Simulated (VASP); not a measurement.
Set up this calculation in VASP 6.6.1, as the native input.

* Task: single point
* Functional: LDA
* Potentials or basis: VASP PAW LDA potentials, release 64 (Al)
* Cutoff: 520 eV
* k mesh: 22 × 22 × 22
* Occupations: gaussian, width 0.15 eV
* Spin: no spin polarisation
* Dipole correction: no
* Further INCAR settings: ALGO = Normal; EDIFF = 1e-06; NBANDS = 8

The structure of Al lies in POSCAR:

```
Al
1.0
    0.0000000000      1.8032519626      2.5497982752
    1.8032519626      0.0000000000      2.5497982752
    1.8032519626      1.8032519626      0.0000000000
Al
1
Direct
    0.0000000000      0.0000000000      0.0000000000
```

This cell differs from its parent crystal: ratio of the length along z to the lengths across it x 1.414, volume and fractional coordinates fixed.

These files were run (other wordings do the same):

INCAR

```
SYSTEM = Al
PREC     = Accurate       ! precision mode
ENCUT    = 520            ! plane-wave cutoff, eV
EDIFF    = 1E-6           ! SCF threshold, eV
ISMEAR   = 0              ! smearing method
SIGMA    = 0.15           ! smearing width, eV
LREAL    = .False.        ! projectors in reciprocal space
LASPH    = .True.         ! aspherical terms in the spheres
NELM     = 100            ! most SCF steps
ALGO     = Normal         ! electronic algorithm
ISIF     = 2              ! what is computed and relaxed
LWAVE    = .False.        ! write WAVECAR
LCHARG   = .False.        ! write CHGCAR
GGA      = CA             ! functional
NBANDS   = 8              ! bands
```

KPOINTS

```
Automatic mesh
0
Gamma
  22 22 22
  0 0 0
```

Potentials or basis: VASP PAW LDA potentials, release 64 (Al).

Command:

```bash
$ cat potpaw_LDA.64/Al/POTCAR > POTCAR
$ mpirun -np 1 vasp_std > vasp.out
```

Results of the run:

| Property | Result |
| --- | --- |
| Pressure | 5.7 GPa |
| Band gap on the k mesh | zero (an odd number of electrons rules out a gap without spin polarisation) |

Caveat: the cell stands under pressure.

Run time: 77 s on 1 thread of Intel Xeon 8259CL (shared host), peak memory 0.2 GiB.
